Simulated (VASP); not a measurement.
# B (R-3m) in VASP: further runs

Runs on B. Level: r2SCAN. Tasks: relaxation of shape and atoms at fixed volume.

Everything below comes from runs of VASP 6.6.1. Logs are shortened: lines on timing, memory, paths and dates and some standing lists are left out, and cuts for length are marked.

## 1. The cell of the first run

The structure is trigonal, space group R-3m (No. 166). Conventional cell: a = 4.899 Å, b = 4.899 Å, c = 12.514 Å, α = 90.00°, β = 90.00°, γ = 120.00°. B (site symmetry m) has 6 B at 1.67 to 1.80 Å within 2.2 Å. Within 2.4 Å of B (site symmetry m) lie 7 B at 1.77 to 2.01 Å.

## 2. Relaxation of shape and atoms at fixed volume, r2SCAN (7.22 Å³/atom)

POSCAR

```
B
1.0
    2.4494483908      1.4141896878      4.1714375052
   -2.4494483908      1.4141896878      4.1714375052
    0.0000000000     -2.8283793756      4.1714375052
B
12
Direct
    0.0098579597      0.6544467118      0.0098579597
    0.0098579597      0.0098579597      0.6544467118
    0.6544467118      0.0098579597      0.0098579597
    0.9901420403      0.3455532882      0.9901420403
    0.9901420403      0.9901420403      0.3455532882
    0.3455532882      0.9901420403      0.9901420403
    0.2204801714      0.6317872337      0.2204801714
    0.2204801714      0.2204801714      0.6317872337
    0.6317872337      0.2204801714      0.2204801714
    0.7795198286      0.3682127663      0.7795198286
    0.7795198286      0.7795198286      0.3682127663
    0.3682127663      0.7795198286      0.7795198286
```

INCAR.step1

```
  PREC = Accurate
  ENCUT = 600
  ISMEAR = 0
  SIGMA = 0.05
  LREAL = F
  LASPH = T
  NELM = 100
  GGA = PE
  ALGO = Normal
  EDIFF = 1E-4
  LWAVE = T
  LCHARG = F
```

INCAR.step2

```
  PREC = Accurate
  ENCUT = 600
  EDIFF = 1E-6
  ISMEAR = 0
  SIGMA = 0.05
  LREAL = F
  LASPH = T
  NELM = 100
  ALGO = Normal
  ISIF = 4
  LWAVE = F
  LCHARG = F
  METAGGA = R2SCAN
  LMIXTAU = T
  IBRION = 2
  NSW = 60
  EDIFFG = -0.01
  ISTART = 1
```

KPOINTS

```
Automatic mesh
0
Gamma
  8 8 8
```

Potentials or basis: VASP PAW PBE potentials, release 64 (B).

On the command line:

```console
> cat potpaw_PBE.64/B/POTCAR > POTCAR
> cp INCAR.step1 INCAR
> mpirun -np 1 vasp_std > vasp.out
> cp INCAR.step2 INCAR
> mpirun -np 1 vasp_std > vasp.out
```

OUTCAR:

```text
PREC = Accurate
   ENCUT = 600
   EDIFF = 1E-6
   ISMEAR = 0
   LREAL = F
   LASPH = T
   NELM = 100
   ISIF = 4
   METAGGA = R2SCAN
   IBRION = 2
   NSW = 60
   EDIFFG = -0.01
   ISTART = 1

 ion  position               nearest neighbor table
   1  0.010  0.654  0.010-   4 1.67   3 1.74   2 1.74   7 1.79  11 1.80  12 1.80
   2  0.010  0.010  0.654-   5 1.67   3 1.74   1 1.74   8 1.79  10 1.80  12 1.80
   3  0.654  0.010  0.010-   6 1.67   1 1.74   2 1.74   9 1.79  11 1.80  10 1.80
   4  0.990  0.346  0.990-   1 1.67   6 1.74   5 1.74  10 1.79   8 1.80   9 1.80
   5  0.990  0.990  0.346-   2 1.67   4 1.74   6 1.74  11 1.79   9 1.80   7 1.80
   6  0.346  0.990  0.990-   3 1.67   4 1.74   5 1.74  12 1.79   8 1.80   7 1.80
   7  0.220  0.632  0.220-  11 1.77  12 1.77   1 1.79   5 1.80   6 1.80   9 2.01   8 2.01
   8  0.220  0.220  0.632-  10 1.77  12 1.77   2 1.79   4 1.80   6 1.80   7 2.01   9 2.01
   9  0.632  0.220  0.220-  11 1.77  10 1.77   3 1.79   5 1.80   4 1.80   7 2.01   8 2.01
  10  0.780  0.368  0.780-   8 1.77   9 1.77   4 1.79   2 1.80   3 1.80  12 2.01  11 2.01
  11  0.780  0.780  0.368-   7 1.77   9 1.77   5 1.79   3 1.80   1 1.80  10 2.01  12 2.01
  12  0.368  0.780  0.780-   8 1.77   7 1.77   6 1.79   2 1.80   1 1.80  10 2.01  11 2.01

  LATTYP: Found a trigonal (rhomboedric) cell.
 ALAT       =     5.0399028515
 COS(alpha) =     0.5275865517

  Lattice vectors:

 A1 = (   2.4494483908,   1.4141896878,   4.1714375052)
 A2 = (  -2.4494483908,   1.4141896878,   4.1714375052)
 A3 = (   0.0000000000,  -2.8283793756,   4.1714375052)

Analysis of symmetry for initial positions (statically):
=====================================================================
 Subroutine PRICEL returns:
 Original cell was already a primitive cell.

 Routine SETGRP: Setting up the symmetry group for a
 trigonal (rhombohedral) supercell.

 Subroutine GETGRP returns: Found 12 space group operations
 (whereof 12 operations were pure point group operations)
 out of a pool of 12 trial point group operations.

The static configuration has the point symmetry D_3d.

Analysis of symmetry for dynamics (positions and initial velocities):
=====================================================================
 Subroutine PRICEL returns:
 Original cell was already a primitive cell.

 Routine SETGRP: Setting up the symmetry group for a
 trigonal (rhombohedral) supercell.

 Subroutine GETGRP returns: Found 12 space group operations
 (whereof 12 operations were pure point group operations)
 out of a pool of 12 trial point group operations.

The dynamic configuration has the point symmetry D_3d.

 Subroutine INISYM returns: Found 12 space group operations
 (whereof 12 operations are pure point group operations),
 and found     1 'primitive' translations

----------------------------------------------------------------------------------------

                                     Primitive cell

  volume of cell :      86.6988

  direct lattice vectors                    reciprocal lattice vectors
     2.449448391  1.414189688  4.171437505     0.204127591  0.117853120  0.079908505
    -2.449448391  1.414189688  4.171437505    -0.204127591  0.117853120  0.079908505
     0.000000000 -2.828379376  4.171437505     0.000000000 -0.235706240  0.079908505

  length of vectors
     5.039902851  5.039902851  5.039902851     0.248883106  0.248883106  0.248883106

  position of ions in fractional coordinates (direct lattice)
     0.009857960  0.654446712  0.009857960
     0.009857960  0.009857960  0.654446712
     0.654446712  0.009857960  0.009857960
     0.990142040  0.345553288  0.990142040
     0.990142040  0.990142040  0.345553288
     0.345553288  0.990142040  0.990142040
     0.220480171  0.631787234  0.220480171
     0.220480171  0.220480171  0.631787234
     0.631787234  0.220480171  0.220480171
     0.779519829  0.368212766  0.779519829
     0.779519829  0.779519829  0.368212766
     0.368212766  0.779519829  0.779519829

  ion indices of the primitive-cell ions
   primitive index   ion index
                 1           1
                 2           2
                 3           3
                 4           4
                 5           5
                 6           6
                 7           7
                 8           8
                 9           9
                10          10
                11          11
                12          12

----------------------------------------------------------------------------------------

 KPOINTS: Automatic mesh

Automatic generation of k-mesh.
 Grid dimensions read from file:
 generate k-points for:    8    8    8

 Generating k-lattice:

  Cartesian coordinates                     Fractional coordinates (reciprocal lattice)
     0.025515949  0.014731640  0.009988563     0.125000000  0.000000000  0.000000000
    -0.025515949  0.014731640  0.009988563     0.000000000  0.125000000  0.000000000
     0.000000000 -0.029463280  0.009988563     0.000000000  0.000000000  0.125000000

  Length of vectors
     0.031110388  0.031110388  0.031110388

  Shift w.r.t. Gamma in fractional coordinates (k-lattice)
     0.000000000  0.000000000  0.000000000

 Subroutine IBZKPT returns following result:
 ===========================================

 Found     65 irreducible k-points:

 Following reciprocal coordinates:
            Coordinates               Weight
  0.000000  0.000000  0.000000      1.000000
  0.125000 -0.000000 -0.000000      6.000000
  0.250000 -0.000000 -0.000000      6.000000
  0.375000 -0.000000 -0.000000      6.000000
  0.500000 -0.000000 -0.000000      3.000000
  0.125000  0.125000 -0.000000      6.000000
[... 16 lines left out ...]
  0.250000  0.125000  0.125000      6.000000
  0.375000  0.125000  0.125000      6.000000
 [... further k-points ...]
   k-points           NKPTS =     65   k-points in BZ     NKDIM =     65   number of bands    NBANDS=     25
   number of dos      NEDOS =    301   number of ions     NIONS =     12
   total plane-waves  NPLWV =  64000
   dimension x,y,z NGX =    40 NGY =   40 NGZ =   40
   dimension x,y,z NGXF=    80 NGYF=   80 NGZF=   80
   ions per type =              12
   NGX,Y,Z   is equivalent  to a cutoff of  13.19, 13.19, 13.19 a.u.
   NGXF,Y,Z  is equivalent  to a cutoff of  26.39, 26.39, 26.39 a.u.
 SYSTEM =  unknown system
   PREC   = accura    normal or accurate (medium, high low for compatibility)
   ISTART =      1    job   : 0-new  1-cont  2-samecut
   ICHARG =      0    charge: 1-file 2-atom 10-const
   ISPIN  =      1    spin polarized calculation?
   LNONCOLLINEAR =      F non collinear calculations
   LSORBIT =      F    spin-orbit coupling
   LASPH  =      T    aspherical Exc in radial PAW
   ENCUT  =  600.0 eV  44.10 Ry    6.64 a.u.  10.07 10.07 10.07*2*pi/ulx,y,z
   NELM   =    100;   NELMIN=  2; NELMDL=  0     # of ELM steps
   EDIFF  = 0.1E-05   stopping-criterion for ELM
   LREAL  =      F    real-space projection
   EDIFFG = -.1E-01   stopping-criterion for IOM
   NSW    =     60    number of steps for IOM
   IBRION =      2    ionic relax: 0-MD 1-quasi-New 2-CG
   NFREE  =      1    steps in history (QN), initial steepest desc. (CG)
   ISIF   =      4    stress and relaxation
   ISYM   =      2    0-nonsym 1-usesym 2-fastsym
   POTIM  = 0.5000    time-step for ionic-motion
   TEBEG  =    0.0;   TEEND  =   0.0 temperature during run
   PSTRESS=    0.0 pullay stress
   NELECT =      36.0000    total number of electrons
   NUPDOWN=      -1.0000    fix difference up-down
   EMIN   =  10.00;   EMAX   =-10.00  energy-range for DOS
   EFERMI =   0.00;   METHOD = LEGACY
   ISMEAR =     0;   SIGMA  =   0.05  broadening in eV -4-tet -1-fermi 0-gaus
   EFERMI_NEDOS =   21; number of points for ismear=-14 and -15
   IALGO  =     38    algorithm
   IMIX   =      4    mixing-type and parameters
     AMIX     =   0.40;   BMIX     =  1.00
     AMIX_MAG =   1.60;   BMIX_MAG =  1.00
  volume/ion in A,a.u.               =       7.22        48.76
  Fermi-wavevector in a.u.,A,eV,Ry     =   1.221344  2.308006 20.295555  1.491681
  Thomas-Fermi vector in A             =   2.356530
   LORBIT       =      0    0 simple, 1 ext, 2 COOP (PROOUT), +10 PAW based schemes
   METAGGA = R2SCAN    functional components
   LHFCALC =     F    Hartree Fock is set to
   AEXX    =    0.0000 exact exchange contribution
   IVDW    =     0    specifies the selected vdW correction
   LEPSILON=     F    determine dielectric tensor
   LRPA    =     F    only Hartree local field effects (RPA)
 conjugate gradient relaxation of ions
 non-spin polarized calculation
 Gauss-broadening in eV      SIGMA  =   0.05
  energy-cutoff  :      600.00
  volume of cell :       86.70
 maximum number of plane-waves:      2924
   NGX = 21   NGY = 21   NGZ = 21

--------------------------------------- Ionic step        1  -------------------------------------------

 number of electron      36.0000000 magnetization

 Free energy of the ion-electron system (eV)
  ---------------------------------------------------
  ext. energy  EPLUGINS =         0.00000000
  ---------------------------------------------------
  free energy    TOTEN  =       -88.14250457 eV

  energy without entropy =      -88.14250457  energy(sigma->0) =      -88.14250457

------------------------ aborting loop because EDIFF is reached ----------------------------------------

  FORCE on cell =-STRESS in cart. coord.  units (eV):
  Direction    XX          YY          ZZ          XY          YZ          ZX
  --------------------------------------------------------------------------------------
  -------------------------------------------------------------------------------------
  Total        0.1180373      0.1180373      0.0651296      0.0000000      0.0000000      0.0000000
  in kB        2.1813069      2.1813069      1.2035824      0.0000000      0.0000000      0.0000000
  external PRESSURE =       1.8553988 kB  Pullay stress =       0.0000000 kB
[... 77 lines left out ...]
  energy  without entropy=      -88.1424695199  energy(sigma->0) =      -88.14246952

--------------------------------------- Ionic step        3  -------------------------------------------

 number of electron      36.0000000 magnetization

 Free energy of the ion-electron system (eV)
  ---------------------------------------------------
  ext. energy  EPLUGINS =         0.00000000
  ---------------------------------------------------
  free energy    TOTEN  =       -88.14259008 eV

  energy without entropy =      -88.14259008  energy(sigma->0) =      -88.14259008

 E-fermi :   6.1092     XC(G=0): -12.3058

 val. band max:        5.9105855730   @ k =   0.5000   0.5000   0.5000
 cond. band min:       7.5417291567   @ k =   0.5000   0.5000  -0.0000
 fundamental gap:      1.6311435838
 Fermi energy:         6.1092142309

 k-point     1 :       0.0000    0.0000    0.0000
  band No.  band energies     occupation
      1     -11.2598      2.00000
      2      -5.2229      2.00000
      3      -4.9641      2.00000
      4      -4.9641      2.00000
      5      -3.6767      2.00000
      6      -3.0613      2.00000
[... 661 lines left out ...]
     24      12.5044      0.00000
     25      12.6252      0.00000

 [... further k-points ...]
[... 5 lines left out ...]
  --------------------------------------------------------------------------------------
  -------------------------------------------------------------------------------------
  Total        0.0543389      0.0543389      0.0832523      0.0000000      0.0000000     -0.0000000
  in kB        1.0041726      1.0041726      1.5384879      0.0000000      0.0000000     -0.0000000
  external PRESSURE =       1.1822777 kB  Pullay stress =       0.0000000 kB
[... 27 lines left out ...]
  FREE ENERGIE OF THE ION-ELECTRON SYSTEM (eV)
  ---------------------------------------------------
  free  energy   TOTEN  =       -88.1425900766 eV

  energy  without entropy=      -88.1425900766  energy(sigma->0) =      -88.14259008

 reached required accuracy - stopping structural energy minimisation
```

It took 25 min on 1 thread of Oxide Virtual Turin-like, shared host; peak memory 0.29 GiB.

What came out:

```yaml
Free_energy: -88.1426 eV
Energy_gained_by_relaxing: 0.0 meV/atom
Ionic_steps: 3
Pressure_after_relaxing: 0.1 GPa
Largest_force_after_relaxing: 0.008 eV/Å
Band_gap_on_the_k_mesh: 1.63 eV (least direct gap 2.03 eV)
```

Forces in eV/Å, atoms in the order of the input:
```
B   -0.003  0.002  0.006
B    0.000 -0.004  0.006
B    0.003  0.002  0.006
B    0.003 -0.002 -0.006
B    0.000  0.004 -0.006
B   -0.003 -0.002 -0.006
B    0.006 -0.004  0.003
B    0.000  0.007  0.003
B   -0.006 -0.004  0.003
B   -0.006  0.004 -0.003
B    0.000 -0.007 -0.003
B    0.006  0.004 -0.003
```

Final structure:
```xyz
12
Lattice="2.4495 1.4142 4.1712 -2.4495 1.4142 4.1712 0.0000 -2.8285 4.1712" Properties=species:S:1:pos:R:3 pbc="T T T"
B    -1.5786    0.9114    2.8117
B     0.0000   -1.8228    2.8117
B     1.5786    0.9114    2.8117
B     1.5786   -0.9114    9.7018
B     0.0000    1.8228    9.7018
B    -1.5786   -0.9114    9.7018
B    -1.0070    0.5814    4.4748
B     0.0000   -1.1628    4.4748
B     1.0070    0.5814    4.4748
B     1.0070   -0.5814    8.0387
B     0.0000    1.1628    8.0387
B    -1.0070   -0.5814    8.0387
```

Levels at points of the mesh, in eV from the valence-band top:
```
           k point  band 15  band 16  band 17  band 18  band 19  band 20  band 21  band 22
(0.00, 0.00, 0.00)    -1.39    -0.92    -0.92    -0.38     1.67     4.90     4.90     5.11
(0.50, 0.00, 0.00)    -2.74    -2.08    -1.78    -0.68     2.16     3.46     3.98     5.17
(0.50, 0.50, 0.00)    -3.04    -2.77    -2.22    -2.08     1.63     2.92     3.06     3.78
(0.50, 0.50, 0.50)    -3.08    -1.92    -1.92     0.00     2.88     3.00     3.00     5.32
```

Caveat: the PAW data sets were made with another functional, which shifts forces and pressure a little. A k mesh can miss the band edges.

## 3. Relaxation of shape and atoms at fixed volume, r2SCAN (7.22 Å³/atom)

POSCAR

```
B
1.0
    2.4486094131      1.4137053038      4.1707901936
   -2.4486094131      1.4137053038      4.1707901936
    0.0000000000     -2.8274106076      4.1707901936
B
12
Direct
    0.0098419279      0.6544649037      0.0098419279
    0.0098419279      0.0098419279      0.6544649037
    0.6544649037      0.0098419279      0.0098419279
    0.9901580721      0.3455350963      0.9901580721
    0.9901580721      0.9901580721      0.3455350963
    0.3455350963      0.9901580721      0.9901580721
    0.2204239079      0.6318574962      0.2204239079
    0.2204239079      0.2204239079      0.6318574962
    0.6318574962      0.2204239079      0.2204239079
    0.7795760921      0.3681425038      0.7795760921
    0.7795760921      0.7795760921      0.3681425038
    0.3681425038      0.7795760921      0.7795760921
```

INCAR.step1

```
SYSTEM = B
  PREC = Accurate
  ENCUT = 600
  ISMEAR = 0
  SIGMA = 0.05
  LREAL = .False.
  LASPH = .True.
  NELM = 80
  GGA = PE
  ALGO = Normal
  EDIFF = 1E-4
  LWAVE = .True.
  LCHARG = .False.
```

INCAR.step2

```
SYSTEM = B
  PREC = Accurate
  ENCUT = 600
  EDIFF = 1E-7
  ISMEAR = 0
  SIGMA = 0.05
  LREAL = .False.
  LASPH = .True.
  NELM = 80
  ALGO = Normal
  ISIF = 4
  LWAVE = .False.
  LCHARG = .False.
  METAGGA = R2SCAN
  LMIXTAU = .True.
  IBRION = 2
  NSW = 60
  EDIFFG = -0.01
  ISTART = 1
```

KPOINTS

```
Automatic mesh
0
Gamma
  8 8 8
  0 0 0
```

Potentials or basis: VASP PAW PBE potentials, release 64 (B).

On the command line:

```console
> cat potpaw_PBE.64/B/POTCAR > POTCAR
> cp INCAR.step1 INCAR
> mpirun -np 1 vasp_std > vasp.out
> cp INCAR.step2 INCAR
> mpirun -np 1 vasp_std > vasp.out
```

Run time: 50 min. Hardware: 1 thread of AMD EPYC 9755, shared host; peak memory 0.28 GiB.

It converged, with:

```yaml
Free_energy: -88.1424 eV
Energy_gained_by_relaxing: 0.0 meV/atom
Ionic_steps: 5
Pressure_after_relaxing: 0.3 GPa
Largest_force_after_relaxing: 0.003 eV/Å
Band_gap_on_the_k_mesh: 1.63 eV (least direct gap 2.02 eV)
```

Forces in eV/Å, atoms in the order of the input:
```
B    0.003 -0.002  0.001
B    0.000  0.003  0.001
B   -0.003 -0.002  0.001
B   -0.003  0.002 -0.001
B    0.000 -0.003 -0.001
B    0.003  0.002 -0.001
B    0.000  0.000  0.001
B    0.000  0.000  0.001
B    0.000  0.000  0.001
B    0.000  0.000 -0.001
B    0.000  0.000 -0.001
B    0.000  0.000 -0.001
```

Step by step:
| step | energy change (eV) | largest force (eV/Å) | pressure (GPa) | volume (Å³) |
| --- | --- | --- | --- | --- |
| 1 | 0.0000 | 0.0459 | 0.43 | 86.63 |
| 2 | 0.0000 | 0.0560 | 0.19 | 86.63 |
| 3 | -0.0002 | 0.0137 | 0.31 | 86.63 |
| 4 | -0.0002 | 0.0139 | 0.26 | 86.63 |
| 5 | -0.0003 | 0.0033 | 0.28 | 86.63 |

Final structure:
```cif
data_structure
_symmetry_space_group_name_H-M 'P 1'
_symmetry_Int_Tables_number 1
_cell_length_a 5.0384
_cell_length_b 5.0384
_cell_length_c 5.0384
_cell_angle_alpha 58.159
_cell_angle_beta 58.159
_cell_angle_gamma 58.159
_cell_volume 86.63
loop_
_atom_site_label
_atom_site_type_symbol
_atom_site_fract_x
_atom_site_fract_y
_atom_site_fract_z
_atom_site_occupancy
B1 B 0.00988 0.65434 0.00988 1
B2 B 0.00988 0.00988 0.65434 1
B3 B 0.65434 0.00988 0.00988 1
B4 B 0.99012 0.34566 0.99012 1
B5 B 0.99012 0.99012 0.34566 1
B6 B 0.34566 0.99012 0.99012 1
B7 B 0.22062 0.63157 0.22062 1
B8 B 0.22062 0.22062 0.63157 1
B9 B 0.63157 0.22062 0.22062 1
B10 B 0.77938 0.36843 0.77938 1
B11 B 0.77938 0.77938 0.36843 1
B12 B 0.36843 0.77938 0.77938 1
```

Levels at points of the mesh, in eV from the valence-band top:
| k point | band 15 | band 16 | band 17 | band 18 | band 19 | band 20 | band 21 | band 22 |
| --- | --- | --- | --- | --- | --- | --- | --- | --- |
| (0.00, 0.00, 0.00) | -1.40 | -0.93 | -0.93 | -0.38 | 1.65 | 4.90 | 4.90 | 5.10 |
| (0.50, 0.00, 0.00) | -2.75 | -2.09 | -1.78 | -0.68 | 2.15 | 3.46 | 3.97 | 5.17 |
| (0.50, 0.50, 0.00) | -3.05 | -2.78 | -2.22 | -2.09 | 1.63 | 2.91 | 3.05 | 3.77 |
| (0.50, 0.50, 0.50) | -3.09 | -1.93 | -1.93 | 0.00 | 2.87 | 3.00 | 3.00 | 5.31 |

Caveat: the PAW data sets were made with another functional, which shifts forces and pressure a little. A k mesh can miss the band edges.
